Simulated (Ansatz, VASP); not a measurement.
This is a calculation of KBr for Ansatz 0.2.0.

input.yaml

```yaml
crystal:
  lattice:
    - [0.0, 3.2326341588, 3.2326341588]
    - [3.2326341588, 0.0, 3.2326341588]
    - [3.2326341588, 3.2326341588, 0.0]
  atoms:
    - { symbol: Br, position: [0.5, 0.5, 0.5] }
    - { symbol: K, position: [0.0, 0.0, 0.0] }
hamiltonian:
  xc: { exchange: pbe, correlation: pbe, exx: { coeff: 0.25, omega: 0.3 } }
  pseudopotentials: { kind: paw }
kpoints:
  mp_grid: { grid: [4, 4, 4] }
scf:
  occupations: { method: gaussian, width: 0.1 }
output:
  forces: true
  stress: true
  eigenvalues: true
```

Potentials or basis: Ansatz PAW.

Launch:

```sh
$ ansatz run input.yaml --threads 1 --pin off --max-ram 2560MiB --backend cpu --events-out ev --progress --plain --runs-dir out
```

Translate it to VASP 6.6.1. Potentials there: VASP PAW PBE potentials, release 64 (Br, K_sv).

As run (the cutoff follows the program's own potentials):

POSCAR

```
KBr
1.0
    0.0000000000      3.2326341588      3.2326341588
    3.2326341588      0.0000000000      3.2326341588
    3.2326341588      3.2326341588      0.0000000000
Br K
1 1
Direct
    0.5000000000      0.5000000000      0.5000000000
    0.0000000000      0.0000000000      0.0000000000
```

File INCAR.step1:

```
SYSTEM = KBr
  ALGO = Normal
  EDIFF = 1E-5
  ENCUT = 520
  GGA = PE
  ISIF = 2
  ISMEAR = 0
  LASPH = .True.
  LREAL = .False.
  LWAVE = .True.
  NBANDS = 15
  NELM = 80
  PREC = Accurate
  SIGMA = 0.1
```

File INCAR.step2:

```
SYSTEM = KBr
  AEXX = 0.25
  ALGO = Normal
  EDIFF = 1E-6
  ENCUT = 520
  GGA = PE
  HFSCREEN = 0.3
  ISIF = 2
  ISMEAR = 0
  ISTART = 1
  LASPH = .True.
  LCHARG = .True.
  LELF = .True.
  LHFCALC = .True.
  LREAL = .False.
  LVHAR = .True.
  LWAVE = .False.
  NBANDS = 15
  NELM = 80
  PREC = Accurate
  PRECFOCK = Normal
  SIGMA = 0.1
```

Contents of KPOINTS:

```
k-points
0
Gamma
  4 4 4
  0 0 0
```

Potentials or basis: VASP PAW PBE potentials, release 64 (Br, K_sv).

Run with:

```bash
$ cat potpaw_PBE.64/Br/POTCAR potpaw_PBE.64/K_sv/POTCAR > POTCAR
$ cp INCAR.step1 INCAR
$ mpirun -np 1 vasp_std > vasp.out
$ cp INCAR.step2 INCAR
$ mpirun -np 1 vasp_std > vasp.out
```

Both were run:

|  | VASP | Ansatz | Ansatz less VASP |
| --- | --- | --- | --- |
| gap on the k mesh at the Fermi level (eV) | 5.56 | 5.56 | +0.005 |
| least direct gap on the mesh (eV) | 5.56 | 5.56 | +0.005 |
| pressure (GPa) | 1.7 | 1.7 | -0.04 |

VASP's potentials were made for PBE, not for PBE-based screened hybrid.

The k mesh is coarse, so the values compare programs but aren't converged.
